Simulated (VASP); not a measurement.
Fe, 1 atom in the cell. It takes space group Im-3m (No. 229, cubic). Conventional cell: a = 2.731 Å, b = 2.731 Å, c = 2.731 Å, α = 90.00°, β = 90.00°, γ = 90.00°. Within 3.1 Å of Fe (site symmetry m-3m) lie 14 Fe at 2.37 to 2.73 Å. 

```yaml
Program: VASP 6.6.1
Task: single point
Functional: LDA
Potentials_or_basis: VASP PAW LDA potentials, release 64 (Fe)
Cutoff: 520 eV
k_mesh: 22 × 22 × 22
Occupations: gaussian, width 0.05 eV
Spin: collinear spin, ferromagnetic start
Starting_moments: "[2.18] μB"
Dipole_correction: no
Further_INCAR_settings: ALGO = Normal; EDIFF = 1e-06; NBANDS = 14
```

Potentials or basis: VASP PAW LDA potentials, release 64 (Fe).

Run with:

```bash
$ cat potpaw_LDA.64/Fe/POTCAR > POTCAR
$ mpirun -np 1 vasp_std > vasp.out
```

Hardware: 1 thread of Intel(R) Xeon(R) 6975P-C (Granite Rapids), with other jobs on the host.

Question: How long does it take, and how much memory?

Answer: Wall time 38 s on 1 thread of Intel(R) Xeon(R) 6975P-C (Granite Rapids), with other jobs on the host, peak memory 0.17 GiB. Counts: scf iterations 14, k points 328.
